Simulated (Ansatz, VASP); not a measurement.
V: VASP beside Ansatz

Contents of INCAR:

```
SYSTEM = V
  PREC = Accurate
  ENCUT = 520
  EDIFF = 1E-6
  ISMEAR = -1
  SIGMA = 0.08
  LREAL = .FALSE.
  LASPH = .TRUE.
  NELM = 150
  ALGO = Normal
  ISIF = 2
  LWAVE = .FALSE.
  LCHARG = .FALSE.
  ISPIN = 2
  MAGMOM = 2
  LORBIT = 11
  LMAXMIX = 4
  GGA = CA
  NBANDS = 16
```

The input KPOINTS:

```
Automatic mesh
0
G
  15 15 15
  0 0 0
```

File POSCAR:

```
V
1.0
   -1.5143500000      1.5143500000      1.5143500000
    1.5143500000     -1.5143500000      1.5143500000
    1.5143500000      1.5143500000     -1.5143500000
V
1
Direct
    0.0000000000      0.0000000000      0.0000000000
```

Input for Ansatz:

```yaml
crystal:
  lattice:
    - [-1.51435, 1.51435, 1.51435]
    - [1.51435, -1.51435, 1.51435]
    - [1.51435, 1.51435, -1.51435]
  atoms:
    - { symbol: V, position: [0.0, 0.0, 0.0], spin: 2.0 }
magnetization:
  spin_polarized: true
kpoints:
  mp_grid: { grid: [15, 15, 15] }
scf:
  occupations: { method: fermi_dirac, width: 0.08 }
  lower_state_search: "off"
hamiltonian:
  xc: lda
  pseudopotentials: { kind: all_electron, lapw: { basis_error: 0.0005 } }
output:
  forces: true
  stress: true
  eigenvalues: false
  populations: true
  dos: { projected: true, de: 0.1, e_range: [-8, 5] }
```

Alike in both runs: task single point; functional LDA; k mesh 15 × 15 × 15; occupations fermi-dirac, width 0.08 eV; collinear spin.

|  | VASP | Ansatz |
| --- | --- | --- |
| version | VASP 6.6.1 | Ansatz 0.2.0 |
| potentials or method | VASP PAW LDA potentials, release 64 (V_sv), cutoff 520 eV | all-electron LAPW, scalar-relativistic |

Ansatz gave:

```
pressure (GPa)           : -17.7
net moment per atom (μB) : 0.00
```

Which values does VASP return?

Pressure (GPa): -17.4; net moment per atom (μB): 0.00.

LDA's correlation is that of Perdew and Zunger in VASP and of Perdew and Wang (1992) in Ansatz. Ansatz ran all-electron here, and VASP with PAW potentials. Ansatz's warnings: seeded moment not kept.
